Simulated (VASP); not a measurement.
# H (Cmcm) in VASP: further runs

H is run at these levels: LDA; tasks: single point.

Program: VASP 6.6.1. These are calculated values, not measurements. Logs are shortened: lines on timing, memory, paths and dates and some standing lists are left out, and cuts for length are marked.

## Step 1: The cell of the first run

It takes space group Cmcm (No. 63, orthorhombic). The conventional cell has a = 3.342 Å, b = 5.538 Å, c = 6.144 Å, α = 90.00°, β = 90.00°, γ = 90.00°. H (site symmetry m) has 1 H at 0.75 Å within 1.0 Å.

## Step 2: Single point, LDA

Input file INCAR:

```
SYSTEM = H
PREC = Accurate
ENCUT = 520
EDIFF = 1E-6
ISMEAR = 0
SIGMA = 0.05
LREAL = .FALSE.
LASPH = .TRUE.
NELM = 60
ALGO = Normal
ISIF = 2
LWAVE = .FALSE.
LCHARG = .FALSE.
NBANDS = 10
```

Input file KPOINTS:

```
Automatic mesh
0
G
  10 10 4
  0 0 0
```

Input file POSCAR:

```
H
1.0
    1.6711172948     -2.7691132673      0.0000000000
    1.6711172948      2.7691132673      0.0000000000
    0.0000000000      0.0000000000      6.1442585760
H
4
Direct
    0.5678085000      0.4321915000      0.9995149500
    0.4321915000      0.5678085000      0.0004850500
    0.4321915000      0.5678085000      0.4995149500
    0.5678085000      0.4321915000      0.5004850500
```

Potentials or basis: VASP PAW LDA potentials, release 64 (H).

Command:

```bash
$ cat potpaw_LDA.64/H/POTCAR > POTCAR
$ mpirun -np 1 vasp_std > vasp.out
```

OUTCAR:

```text
SYSTEM = H
   PREC = Accurate
   ENCUT = 520
   EDIFF = 1E-6
   ISMEAR = 0
   LREAL = .FALSE.
   LASPH = .TRUE.
   NELM = 60
   ISIF = 2

 ion  position               nearest neighbor table
   1  0.568  0.432  1.000-   2 0.75
   2  0.432  0.568  0.000-   1 0.75
   3  0.432  0.568  0.500-   4 0.75
   4  0.568  0.432  0.500-   3 0.75

  LATTYP: Found a base centered orthorhombic cell.
 ALAT       =     3.3422345896
 B/A-ratio  =     1.6570430310
 C/A-ratio  =     1.8383684362

  Lattice vectors:

 A1 = (   1.6711172948,  -2.7691132673,   0.0000000000)
 A2 = (   1.6711172948,   2.7691132673,   0.0000000000)
 A3 = (   0.0000000000,   0.0000000000,   6.1442585760)

Analysis of symmetry for initial positions (statically):
=====================================================================
 Subroutine PRICEL returns:
 Original cell was already a primitive cell.

 Routine SETGRP: Setting up the symmetry group for a
 base centered orthorhombic supercell.

 Subroutine GETGRP returns: Found  8 space group operations
 (whereof  4 operations were pure point group operations)
 out of a pool of  8 trial point group operations.

The static configuration has the point symmetry C_2h.
 The point group associated with its full space group is D_2h.

Analysis of symmetry for dynamics (positions and initial velocities):
=====================================================================
 Subroutine PRICEL returns:
 Original cell was already a primitive cell.

 Routine SETGRP: Setting up the symmetry group for a
 base centered orthorhombic supercell.

 Subroutine GETGRP returns: Found  8 space group operations
 (whereof  4 operations were pure point group operations)
 out of a pool of  8 trial point group operations.

The dynamic configuration has the point symmetry C_2h.
 The point group associated with its full space group is D_2h.

 Subroutine INISYM returns: Found  8 space group operations
 (whereof  4 operations are pure point group operations),
 and found     1 'primitive' translations

----------------------------------------------------------------------------------------

                                     Primitive cell

  volume of cell :      56.8653

  direct lattice vectors                    reciprocal lattice vectors
     1.671117295 -2.769113267  0.000000000     0.299201021 -0.180563217  0.000000000
     1.671117295  2.769113267  0.000000000     0.299201021  0.180563217  0.000000000
     0.000000000  0.000000000  6.144258576     0.000000000  0.000000000  0.162753567

  length of vectors
     3.234288376  3.234288376  6.144258576     0.349462911  0.349462911  0.162753567

  position of ions in fractional coordinates (direct lattice)
     0.567808500  0.432191500  0.999514950
     0.432191500  0.567808500  0.000485050
     0.432191500  0.567808500  0.499514950
     0.567808500  0.432191500  0.500485050

  ion indices of the primitive-cell ions
   primitive index   ion index
                 1           1
                 2           2
                 3           3
                 4           4

----------------------------------------------------------------------------------------

 KPOINTS: Automatic mesh

Automatic generation of k-mesh.
 Grid dimensions read from file:
 generate k-points for:   10   10    4

 Generating k-lattice:

  Cartesian coordinates                     Fractional coordinates (reciprocal lattice)
     0.029920102 -0.018056322  0.000000000     0.100000000  0.000000000  0.000000000
     0.029920102  0.018056322  0.000000000     0.000000000  0.100000000  0.000000000
     0.000000000  0.000000000  0.040688392     0.000000000  0.000000000  0.250000000

  Length of vectors
     0.034946291  0.034946291  0.040688392

  Shift w.r.t. Gamma in fractional coordinates (k-lattice)
     0.000000000  0.000000000  0.000000000

 Subroutine IBZKPT returns following result:
 ===========================================

 Found     93 irreducible k-points:

 Following reciprocal coordinates:
            Coordinates               Weight
  0.000000  0.000000  0.000000      1.000000
  0.100000 -0.000000  0.000000      4.000000
  0.200000 -0.000000  0.000000      4.000000
  0.300000  0.000000  0.000000      4.000000
  0.400000 -0.000000  0.000000      4.000000
  0.500000 -0.000000  0.000000      2.000000
[... 16 lines left out ...]
  0.300000  0.300000  0.000000      2.000000
  0.400000  0.300000  0.000000      4.000000
 [... further k-points ...]
   k-points           NKPTS =     93   k-points in BZ     NKDIM =     93   number of bands    NBANDS=     10
   number of dos      NEDOS =    301   number of ions     NIONS =      4
   total plane-waves  NPLWV =  27648
   dimension x,y,z NGX =    24 NGY =   24 NGZ =   48
   dimension x,y,z NGXF=    48 NGYF=   48 NGZF=   96
   ions per type =               4
   NGX,Y,Z   is equivalent  to a cutoff of  12.34, 12.34, 12.99 a.u.
   NGXF,Y,Z  is equivalent  to a cutoff of  24.67, 24.67, 25.97 a.u.
 SYSTEM =  H
   PREC   = accura    normal or accurate (medium, high low for compatibility)
   ISTART =      0    job   : 0-new  1-cont  2-samecut
   ICHARG =      2    charge: 1-file 2-atom 10-const
   ISPIN  =      1    spin polarized calculation?
   LNONCOLLINEAR =      F non collinear calculations
   LSORBIT =      F    spin-orbit coupling
   LASPH  =      T    aspherical Exc in radial PAW
   ENCUT  =  520.0 eV  38.22 Ry    6.18 a.u.   6.01  6.01 11.42*2*pi/ulx,y,z
   NELM   =     60;   NELMIN=  2; NELMDL= -5     # of ELM steps
   EDIFF  = 0.1E-05   stopping-criterion for ELM
   LREAL  =      F    real-space projection
   EDIFFG = 0.1E-04   stopping-criterion for IOM
   NSW    =      0    number of steps for IOM
   IBRION =     -1    ionic relax: 0-MD 1-quasi-New 2-CG
   NFREE  =      0    steps in history (QN), initial steepest desc. (CG)
   ISIF   =      2    stress and relaxation
   ISYM   =      2    0-nonsym 1-usesym 2-fastsym
   POTIM  = 0.5000    time-step for ionic-motion
   TEBEG  =    0.0;   TEEND  =   0.0 temperature during run
   PSTRESS=    0.0 pullay stress
   NELECT =       4.0000    total number of electrons
   NUPDOWN=      -1.0000    fix difference up-down
   EMIN   =  10.00;   EMAX   =-10.00  energy-range for DOS
   EFERMI =   0.00;   METHOD = LEGACY
   ISMEAR =     0;   SIGMA  =   0.05  broadening in eV -4-tet -1-fermi 0-gaus
   EFERMI_NEDOS =   21; number of points for ismear=-14 and -15
   IALGO  =     38    algorithm
   IMIX   =      4    mixing-type and parameters
     AMIX     =   0.40;   BMIX     =  1.00
     AMIX_MAG =   1.60;   BMIX_MAG =  1.00
  volume/ion in A,a.u.               =      14.22        95.94
  Fermi-wavevector in a.u.,A,eV,Ry     =   0.675791  1.277060  6.213693  0.456694
  Thomas-Fermi vector in A             =   1.752912
   LORBIT       =      0    0 simple, 1 ext, 2 COOP (PROOUT), +10 PAW based schemes
   GGA     = CA    functional components
   LHFCALC =     F    Hartree Fock is set to
   AEXX    =    0.0000 exact exchange contribution
   IVDW    =     0    specifies the selected vdW correction
   LEPSILON=     F    determine dielectric tensor
   LRPA    =     F    only Hartree local field effects (RPA)
 non-spin polarized calculation
 Gauss-broadening in eV      SIGMA  =   0.05
  energy-cutoff  :      520.00
  volume of cell :       56.87
 maximum number of plane-waves:      1552
   NGX = 13   NGY = 13   NGZ = 23

 number of electron       4.0000001 magnetization

 Free energy of the ion-electron system (eV)
  ---------------------------------------------------
  ext. energy  EPLUGINS =         0.00000000
  ---------------------------------------------------
  free energy    TOTEN  =       -13.50253440 eV

  energy without entropy =      -13.50253440  energy(sigma->0) =      -13.50253440

 E-fermi :  -8.0938     XC(G=0):  -5.3278

 val. band max:       -8.3689250502   @ k =   0.4000   0.4000   0.0000
 cond. band min:      -0.7676290813   @ k =   0.5000   0.5000   0.0000
 fundamental gap:      7.6012959689
 Fermi energy:        -8.0938472834

 k-point     1 :       0.0000    0.0000    0.0000
  band No.  band energies     occupation
      1     -10.4349      2.00000
      2      -9.5614      2.00000
      3       0.3517      0.00000
      4       3.4931      0.00000
      5       7.7118      0.00000
      6       7.9851      0.00000
      7       8.7247      0.00000
      8      10.3749      0.00000
      9      12.0372      0.00000
     10      12.5472      0.00000

 k-point     2 :       0.1000   -0.0000    0.0000
  band No.  band energies     occupation
      1     -10.3415      2.00000
      2      -9.4843      2.00000
      3       0.5308      0.00000
      4       3.2084      0.00000
      5       6.9081      0.00000
      6       7.4038      0.00000
      7       9.1346      0.00000
      8      10.5441      0.00000
      9      10.8556      0.00000
     10      12.6646      0.00000

 k-point     3 :       0.2000   -0.0000    0.0000
  band No.  band energies     occupation
      1     -10.0816      2.00000
      2      -9.2728      2.00000
      3       1.0662      0.00000
      4       2.3957      0.00000
      5       5.3485      0.00000
      6       6.8946      0.00000
      7       9.1406      0.00000
      8       9.4529      0.00000
      9      11.0452      0.00000
     10      11.9504      0.00000
[... 248 lines left out ...]
 k-point    23 :       0.3000    0.3000    0.0000
  band No.  band energies     occupation
      1      -9.0683      2.00000
      2      -8.4790      2.00000
      3       1.2166      0.00000
      4       1.8558      0.00000
      5       3.2543      0.00000
      6       4.7000      0.00000
      7       4.8088      0.00000
      8       7.5863      0.00000
      9       7.9931      0.00000
     10      10.7744      0.00000

 k-point    24 :       0.4000    0.3000    0.0000
  band No.  band energies     occupation
      1      -8.9915      2.00000
      2      -8.4124      2.00000
      3       0.3272      0.00000
      4       2.4526      0.00000
      5       2.7396      0.00000
      6       4.9772      0.00000
      7       5.6358      0.00000
      8       7.1063      0.00000
      9       8.2075      0.00000
     10      10.6190      0.00000

 [... further k-points ...]

------------------------ aborting loop because EDIFF is reached ----------------------------------------

  FORCE on cell =-STRESS in cart. coord.  units (eV):
  Direction    XX          YY          ZZ          XY          YZ          ZX
  --------------------------------------------------------------------------------------
  -------------------------------------------------------------------------------------
  Total       -0.2138838      0.6120825     -0.1361638      0.0000000      0.0000000      0.0000000
  in kB       -6.0261703     17.2454043     -3.8364097      0.0000000      0.0000000      0.0000000
  external PRESSURE =       2.4609414 kB  Pullay stress =       0.0000000 kB

 VOLUME and BASIS-vectors are now :
 -----------------------------------------------------------------------------
  energy-cutoff  :      520.00
  volume of cell :       56.87
      direct lattice vectors                 reciprocal lattice vectors
     1.671117295 -2.769113267  0.000000000     0.299201021 -0.180563217  0.000000000
     1.671117295  2.769113267  0.000000000     0.299201021  0.180563217  0.000000000
     0.000000000  0.000000000  6.144258576     0.000000000  0.000000000  0.162753567

 POSITION                                       TOTAL-FORCE (eV/Angst)
 -----------------------------------------------------------------------------------
      1.67112     -0.37554      6.14128         0.000000     -0.606083     -0.005008
      1.67112      0.37554      0.00298         0.000000      0.606083      0.005008
      1.67112      0.37554      3.06915         0.000000      0.606083     -0.005008
      1.67112     -0.37554      3.07511         0.000000     -0.606083      0.005008
 -----------------------------------------------------------------------------------
    total drift:                                0.000000      0.000000      0.000000

  FREE ENERGIE OF THE ION-ELECTRON SYSTEM (eV)
  ---------------------------------------------------
  free  energy   TOTEN  =       -13.5025343985 eV

  energy  without entropy=      -13.5025343985  energy(sigma->0) =      -13.50253440
```

It took 47 s on 1 thread of Intel Xeon 6975P-C, shared host; peak memory 0.16 GiB.

What came out:

```yaml
Free_energy: -13.5025 eV
Pressure: 0.2 GPa
Largest_force: 0.606 eV/Å
Band_gap_on_the_k_mesh: 7.60 eV
```

Forces on the atoms (eV/Å):
```
H    0.000 -0.606 -0.005
H    0.000  0.606  0.005
H    0.000  0.606 -0.005
H    0.000 -0.606  0.005
```

Levels at points of the mesh, in eV from the valence-band top:
```
           k point  band 1  band 2  band 3  band 4  band 5
(0.00, 0.00, 0.00)   -2.07   -1.19    8.72   11.86   16.08
(0.50, 0.00, 0.00)   -0.89   -0.26    8.47   10.99   12.46
(0.50, 0.50, 0.00)   -0.60   -0.01    7.60    9.75   12.98
(0.00, 0.00, 0.50)   -1.67   -1.67   10.33   10.33   16.42
(0.50, 0.00, 0.50)   -0.59   -0.59    9.35    9.35   14.03
(0.50, 0.50, 0.50)   -0.32   -0.32    8.41    8.41   14.22
```

 A k mesh can miss the band edges.

(Continued in part 2 of 2.)
